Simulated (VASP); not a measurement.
# BeS (F-43m) in VASP: further runs, part 2 of 2

VASP 6.6.1.

## (3) Relaxation of cell and atoms, PBEsol, target pressure 10 GPa, at which the enthalpy is minimised

Contents of INCAR:

```
PREC = Accurate ; ENCUT = 600
EDIFF = 1E-7 ; ISMEAR = 0
SIGMA = 0.01 ; LREAL = False
LASPH = True ; NELM = 80
ALGO = Normal ; ISIF = 3
LWAVE = False ; LCHARG = False
GGA = PS ; IBRION = 2
NSW = 100 ; EDIFFG = -0.002
PSTRESS = 100.0
```

Contents of KPOINTS:

```
regular mesh
0
Gamma
  8 8 8
```

Contents of POSCAR:

```
BeS
1.0
    2.4189645438      2.4189645438      0.0000000000
   -2.4189645438      2.4189645438      0.0000000000
    0.0000000000      2.4189645438      2.4189645438
Be S
1 1
Direct
    0.0000000000      0.0000000000      0.0000000000
    0.7500000000      0.2500000000      0.5000000000
```

Potentials or basis: VASP PAW PBE potentials, release 64 (Be, S).

On the command line:

```sh
cat potpaw_PBE.64/Be/POTCAR potpaw_PBE.64/S/POTCAR > POTCAR
mpirun -np 1 vasp_std > vasp.out
```

OUTCAR:

```text
PREC = Accurate
   ENCUT = 600
   EDIFF = 1E-7
   ISMEAR = 0
   LREAL = False
   LASPH = True
   NELM = 80
   ISIF = 3
   GGA = PS
   IBRION = 2
   NSW = 100
   EDIFFG = -0.002
   PSTRESS = 100.0

 ion  position               nearest neighbor table
   1  0.000  0.000  0.000-   2 2.09   2 2.09   2 2.09   2 2.09
   2  0.750  0.250  0.500-   1 2.09   1 2.09   1 2.09   1 2.09

  LATTYP: Found a face centered cubic cell.
 ALAT       =     4.8379290876

  Lattice vectors:

 A1 = (   0.0000000000,   2.4189645438,   2.4189645438)
 A2 = (   2.4189645438,   0.0000000000,   2.4189645438)
 A3 = (   2.4189645438,   2.4189645438,   0.0000000000)

Analysis of symmetry for initial positions (statically):
=====================================================================
 Subroutine PRICEL returns:
 Original cell was already a primitive cell.

 Routine SETGRP: Setting up the symmetry group for a
 face centered cubic supercell.

 Subroutine GETGRP returns: Found 24 space group operations
 (whereof 24 operations were pure point group operations)
 out of a pool of 48 trial point group operations.

The static configuration has the point symmetry T_d .

Analysis of symmetry for dynamics (positions and initial velocities):
=====================================================================
 Subroutine PRICEL returns:
 Original cell was already a primitive cell.

 Routine SETGRP: Setting up the symmetry group for a
 face centered cubic supercell.

 Subroutine GETGRP returns: Found 24 space group operations
 (whereof 24 operations were pure point group operations)
 out of a pool of 48 trial point group operations.

The dynamic configuration has the point symmetry T_d .

 Subroutine INISYM returns: Found 24 space group operations
 (whereof 24 operations are pure point group operations),
 and found     1 'primitive' translations

----------------------------------------------------------------------------------------

                                     Primitive cell

  volume of cell :      28.3086

[... 90 lines left out ...]
   EDIFFG = -.2E-02   stopping-criterion for IOM
   NSW    =    100    number of steps for IOM
   IBRION =      2    ionic relax: 0-MD 1-quasi-New 2-CG
   NFREE  =      1    steps in history (QN), initial steepest desc. (CG)
   ISIF   =      3    stress and relaxation
   ISYM   =      2    0-nonsym 1-usesym 2-fastsym
   POTIM  = 0.5000    time-step for ionic-motion
   TEBEG  =    0.0;   TEEND  =   0.0 temperature during run
   PSTRESS=  100.0 pullay stress
   NELECT =       8.0000    total number of electrons
   NUPDOWN=      -1.0000    fix difference up-down
   EMIN   =  10.00;   EMAX   =-10.00  energy-range for DOS
   EFERMI =   0.00;   METHOD = LEGACY
   ISMEAR =     0;   SIGMA  =   0.01  broadening in eV -4-tet -1-fermi 0-gaus
   EFERMI_NEDOS =   21; number of points for ismear=-14 and -15
   IALGO  =     38    algorithm
   IMIX   =      4    mixing-type and parameters
     AMIX     =   0.40;   BMIX     =  1.00
     AMIX_MAG =   1.60;   BMIX_MAG =  1.00
  volume/ion in A,a.u.               =      14.15        95.52
  Fermi-wavevector in a.u.,A,eV,Ry     =   1.074316  2.030163 15.703227  1.154155
  Thomas-Fermi vector in A             =   2.210141
   LORBIT       =      0    0 simple, 1 ext, 2 COOP (PROOUT), +10 PAW based schemes
   GGA     = PS    functional components
   LHFCALC =     F    Hartree Fock is set to
   AEXX    =    0.0000 exact exchange contribution
   IVDW    =     0    specifies the selected vdW correction
   LEPSILON=     F    determine dielectric tensor
   LRPA    =     F    only Hartree local field effects (RPA)
 conjugate gradient relaxation of ions
 non-spin polarized calculation
 Gauss-broadening in eV      SIGMA  =   0.01
  energy-cutoff  :      600.00
  volume of cell :       28.31
 maximum number of plane-waves:       960
   NGX = 13   NGY = 13   NGZ = 13

--------------------------------------- Ionic step        1  -------------------------------------------

 number of electron       8.0000000 magnetization

 Free energy of the ion-electron system (eV)
  ---------------------------------------------------
  ext. energy  EPLUGINS =         0.00000000
  ---------------------------------------------------
  free energy    TOTEN  =       -10.56434973 eV

  energy without entropy =      -10.56434973  energy(sigma->0) =      -10.56434973

 E-fermi :   4.3394     XC(G=0):  -9.9316

 val. band max:        4.2220109256   @ k =   0.0000   0.0000   0.0000
 cond. band min:       7.1331311194   @ k =   0.5000   0.5000   0.0000
 fundamental gap:      2.9111201938
 Fermi energy:         4.3393726464

 k-point     1 :       0.0000    0.0000    0.0000
  band No.  band energies     occupation
      1      -9.5463      2.00000
      2       4.2220      2.00000
      3       4.2220      2.00000
      4       4.2220      2.00000
      5       9.8283      0.00000
      6       9.8283      0.00000
      7       9.8283      0.00000
      8       9.9911      0.00000
[... 328 lines left out ...]
--------------------------------------- Ionic step        3  -------------------------------------------

 number of electron       8.0000000 magnetization

 Free energy of the ion-electron system (eV)
  ---------------------------------------------------
  ext. energy  EPLUGINS =         0.00000000
  ---------------------------------------------------
  free energy    TOTEN  =       -10.49521157 eV

  energy without entropy =      -10.49521157  energy(sigma->0) =      -10.49521157

 E-fermi :   5.2541     XC(G=0): -10.2856

 val. band max:        5.1574338001   @ k =   0.0000   0.0000   0.0000
 cond. band min:       7.8567013830   @ k =   0.5000   0.5000   0.0000
 fundamental gap:      2.6992675829
 Fermi energy:         5.2540858003

 k-point     1 :       0.0000    0.0000    0.0000
  band No.  band energies     occupation
      1      -9.2277      2.00000
      2       5.1574      2.00000
      3       5.1574      2.00000
      4       5.1574      2.00000
      5      10.7050      0.00000
      6      10.7050      0.00000
      7      10.7050      0.00000
      8      11.6704      0.00000
[... 286 lines left out ...]
  energy  without entropy=      -10.4952115714  energy(sigma->0) =      -10.49521157

  enthalpy is  TOTEN    =        -8.8732749325 eV   P V=        1.6219366389

 reached required accuracy - stopping structural energy minimisation
```

OSZICAR:

```text
N       E                     dE             d eps       ncg     rms          rms(c)
DAV:   1     0.222989191496E+02    0.22299E+02   -0.43169E+03   464   0.957E+02
DAV:   2    -0.100714961560E+02   -0.32370E+02   -0.31587E+02   712   0.134E+02
DAV:   3    -0.107514422023E+02   -0.67995E+00   -0.67995E+00   560   0.244E+01
[... 26 lines left out ...]
DAV:   4    -0.104953750762E+02    0.15607E-03   -0.27196E-04   536   0.147E-01    0.246E-01
DAV:   5    -0.104952131004E+02    0.16198E-03   -0.25745E-04   536   0.107E-01    0.473E-02
DAV:   6    -0.104952125230E+02    0.57738E-06   -0.73236E-06   552   0.237E-02    0.370E-02
DAV:   7    -0.104952114784E+02    0.10446E-05   -0.47063E-07   648   0.539E-03    0.406E-03
DAV:   8    -0.104952115714E+02   -0.92954E-07   -0.18270E-08   280   0.106E-03
   3 F= -.88732749E+01 E0= -.88732749E+01  d E =-.758087E-01
```

CONTCAR:

```text
BeS
   1.00000000000000
     2.3509216585499395    2.3509216585499395   -0.0000000000000000
    -2.3509216585499395    2.3509216585499395   -0.0000000000000000
     0.0000000000000000    2.3509216585499395    2.3509216585499395
  Be              S
     1     1
Direct
     0.0000000000000000    0.0000000000000000    0.0000000000000000
     0.7500000000000000    0.2500000000000000    0.5000000000000000

  0.00000000E+00  0.00000000E+00  0.00000000E+00
  0.00000000E+00  0.00000000E+00  0.00000000E+00
```

Wall time 23 s (1 thread of Intel Xeon Platinum 8488C (Sapphire Rapids), shared host); peak memory 0.15 GiB.

What came out:

```yaml
Free_energy: -10.4952 eV
Relaxed_volume: 12.99 Å³/atom
Relaxed_cell: a = 3.325 Å, b = 3.325 Å, c = 3.325 Å, α = 60.00°, β = 60.00°, γ = 90.00°
Space_group_after_relaxing_to_0.05_Å: F-43m (No. 216)
Energy_change_on_relaxing_the_enthalpy_is_what_falls: +34.6 meV/atom
Ionic_steps: 3
Pressure_after_relaxing: 10.0 GPa
Band_gap_on_the_k_mesh: 2.70 eV, indirect (least direct gap 5.55 eV)
```

Step by step:
```
step  energy change (eV)  largest force (eV/Å)  pressure (GPa)  volume (Å³)
   1              0.0000                0.0000            0.19        28.31
   2              0.1566                0.0000           16.08        24.90
   3              0.0691                0.0000           10.00        25.99
```

Final structure:
```xyz
2
Lattice="2.3509 2.3509 0.0000 -2.3509 2.3509 0.0000 0.0000 2.3509 2.3509" Properties=species:S:1:pos:R:3 pbc="T T T"
Be    0.0000    0.0000    0.0000
S     1.1755    3.5264    1.1755
```

Levels at points of the mesh, in eV from the valence-band top:
| k point | band 2 | band 3 | band 4 | band 5 | band 6 | band 7 |
| --- | --- | --- | --- | --- | --- | --- |
| (0.00, 0.00, 0.00) | 0.00 | 0.00 | 0.00 | 5.55 | 5.55 | 5.55 |
| (0.50, 0.00, 0.00) | -6.50 | -1.18 | -1.18 | 5.71 | 6.44 | 6.44 |
| (0.50, 0.50, 0.00) | -5.57 | -3.02 | -3.02 | 2.70 | 4.71 | 13.50 |

Caveat: the cell is relaxed towards a set pressure, so the enthalpy falls and the energy may rise; the PAW data sets were made with another functional, which shifts forces and pressure a little.
